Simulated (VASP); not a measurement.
**SiO2 (fluorite type): single point with PBE**

Crystal: SiO2 (fluorite type).

```
CELL_PARAMETERS angstrom
0.00000 2.27575 2.27575
2.27575 0.00000 2.27575
2.27575 2.27575 0.00000
ATOMIC_POSITIONS crystal
Si 0.00000 0.00000 0.00000
O 0.25000 0.25000 0.25000
O 0.75000 0.75000 0.75000
```

```json
{"Program": "VASP 6.6.1", "Task": "single point", "Functional": "PBE", "Potentials or basis": "VASP PAW PBE potentials, release 64 (Si, O)", "Cutoff": "600 eV", "k mesh": "21 × 21 × 21", "Occupations": "fermi-dirac, width 0.0612256 eV", "Spin": "no spin polarisation"}
```

```
Pressure               : 5.4 GPa
Band gap on the k mesh : 2.03 eV (least direct gap 2.09 eV)
```

Levels at points of the mesh, in eV from the valence-band top:
| k point | band 6 | band 7 | band 8 | band 9 | band 10 | band 11 |
| --- | --- | --- | --- | --- | --- | --- |
| (0.00, 0.00, 0.00) | -2.23 | -2.23 | -2.23 | 2.03 | 5.92 | 5.92 |

Wall time 53 s on 1 thread of Intel(R) Xeon(R) 6975P-C (Granite Rapids), on a shared host, peak memory 0.23 GiB.

Caveat: the cell stands under pressure; an odd mesh through Γ misses points on the zone boundary, where band edges can lie.
